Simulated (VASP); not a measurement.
Runs of VASP 6.6.1 on Pd. The structure is that of space group Im-3m (No. 229), or close to it. The cells are those of the table. This isn't the form of Pd at room conditions, which is fcc.

```tsv
cell	k mesh	gap on the mesh (eV)	pressure (GPa)	moment (μB)
a = 3.171 Å, 2 atoms	12 × 12 × 12	none	(c)	0.00
a = 2.970 Å, 2 atoms	12 × 12 × 12	none	23.8	0.00
a = 3.133 Å, 2 atoms	12 × 12 × 12	none	-13.5	0.00
a = 3.054 Å, 2 atoms	12 × 12 × 12	none	(b)	0.00
a = 3.013 Å, 2 atoms	12 × 12 × 12	none	10.7	0.00
a = 3.054 Å, 2 atoms	10 × 10 × 10	none	0.2	0.00
a = 3.094 Å, 2 atoms	12 × 12 × 12	none	(a)	0.00
a = 2.926 Å, 2 atoms	12 × 12 × 12	none	40.6	0.00
```

Alike in all rows: task single point; level LDA; potentials or basis VASP PAW LDA potentials, release 64 (Pd); spin collinear; cutoff (eV) 520; smearing fermi-dirac 0.05 eV.

**Question.** Fill in the values left out.

**Answer.** (a) -7.4; (b) 0.5; (c) -18.1.

Caveats: the cell stands under tension (at least some runs); the cell stands under pressure (at least some runs).

A k mesh can miss the band edges, and the runs leave out spin-orbit coupling on Pd.

A gap of «none» marks levels without a gap at the run's occupations.
